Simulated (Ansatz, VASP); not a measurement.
One calculation of CaS, two programs

```
Ca S
1.0
     0.00000    2.84794    2.84794
     2.84794    0.00000    2.84794
     2.84794    2.84794    0.00000
Ca S
1 1
Direct
  0.00000 0.00000 0.00000
  0.50000 0.50000 0.50000
```

Alike in both runs: task single point; functional PBE; k mesh 6 × 6 × 6; occupations gaussian, width 0.5 eV; no spin polarisation.

|  | VASP | Ansatz |
| --- | --- | --- |
| version | VASP 6.6.1 | Ansatz 0.2.0 |
| potentials or method | VASP PAW PBE potentials, release 64 (Ca_sv, S) | plane waves |
| plane-wave cutoff (eV) | 500 | 420 |
| valence electrons in the cell | 16 | 16 |

Ansatz gave:

```
pressure (GPa) : 0.5
```

Question: Which values does VASP return?

Answer: Pressure (GPa): 0.6.
